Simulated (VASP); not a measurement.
A run of VASP 6.6.1 is set up as follows.

Contents of INCAR:

```
PREC     = Accurate       # precision mode
ENCUT    = 500            # plane-wave cutoff, eV
EDIFF    = 1E-6           # SCF threshold, eV
ISMEAR   = -1             # smearing method
SIGMA    = 0.1            # smearing width, eV
LREAL    = F              # projectors in reciprocal space
LASPH    = T              # aspherical terms in the spheres
NELM     = 120            # most SCF steps
ALGO     = Normal         # electronic algorithm
ISIF     = 2              # what is computed and relaxed
LWAVE    = F              # write WAVECAR
LCHARG   = F              # write CHGCAR
GGA      = PS             # functional
NBANDS   = 14             # bands
GGA_COMPAT= F
```

Contents of KPOINTS:

```
Automatic mesh
0
Gamma
  16 16 16
```

File POSCAR:

```
Os
1.0
   -1.5106577999      1.5106577999      1.5106577999
    1.5106577999     -1.5106577999      1.5106577999
    1.5106577999      1.5106577999     -1.5106577999
Os
1
Direct
    0.0000000000      0.0000000000      0.0000000000
```

Potentials or basis: VASP PAW PBE potentials, release 64 (Os_sv_GW).

Run with:

```console
$ cat potpaw_PBE.64/Os_sv_GW/POTCAR > POTCAR
$ mpirun -np 1 vasp_std > vasp.out
```

(1) Predict the band gap on the k mesh.

(2) Predict the pressure.

## Answers

(1) zero (band 8 reaches 16.84 eV, above the bottom of band 9 at 12.02 eV).

(2) 14.7 GPa.

Caveat: the PAW data sets were made with another functional, which shifts forces and pressure a little; spin-orbit coupling is left out, which moves the levels of the heavy elements.
